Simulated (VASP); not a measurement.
Write the native input for VASP 6.6.1 that does the following.

```
Task                   : single point
Functional             : PBE
Potentials or basis    : VASP PAW PBE potentials, release 64 (Tl_d, Si, W_sv)
Cutoff                 : 520 eV
k mesh                 : 4 × 4 × 4
Occupations            : fermi-dirac, width 0.1 eV
Spin                   : no spin polarisation
Dipole correction      : no
Further INCAR settings : ALGO = Normal; EDIFF = 1e-07; NBANDS = 55
```

The structure of TlSiW2 lies in POSCAR:

```
TlSiW2
1.0
    0.0000000000      0.0000000000      5.8307960000
    3.6586720000     -3.6586720000      2.9153980000
    3.6586720000      3.6586720000     -2.9153980000
Tl Si W
2 2 4
Direct
    0.2500000000      0.0000000000      0.0000000000
    0.7500000000      0.0000000000      0.0000000000
    0.7500000000      0.5000000000      0.5000000000
    0.2500000000      0.5000000000      0.5000000000
    0.6570000000      0.5000000000      0.8140000000
    0.1570000000      0.1860000000      0.5000000000
    0.3430000000      0.5000000000      0.1860000000
    0.8430000000      0.8140000000      0.5000000000
```

The input as run:

INCAR

```
PREC = Accurate
ENCUT = 520
EDIFF = 1E-7
ISMEAR = -1
SIGMA = 0.1
LREAL = F
LASPH = T
NELM = 60
ALGO = Normal
ISIF = 2
LWAVE = F
LCHARG = F
GGA = PE
NBANDS = 55
```

KPOINTS

```
Automatic mesh
0
Gamma
  4 4 4
```

Potentials or basis: VASP PAW PBE potentials, release 64 (Tl_d, Si, W_sv).

Command:

```bash
$ cat potpaw_PBE.64/Tl_d/POTCAR potpaw_PBE.64/Si/POTCAR potpaw_PBE.64/W_sv/POTCAR > POTCAR
$ mpirun -np 1 vasp_std > vasp.out
```

It gave:

The pressure is 13.7 GPa. The largest force is 5.531 eV/Å. The band gap on the k mesh is zero (bands 45 and 46 overlap by 0.51 eV).

Caveat: the cell stands under pressure; spin-orbit coupling is left out, which moves the levels of the heavy elements; forces of over 1 eV/Å act on the atoms, so gaps and moduli don't describe the material at rest.

Run time: 3.7 min on 1 thread of Intel Xeon 8259CL, on a shared host, peak memory 0.37 GiB.
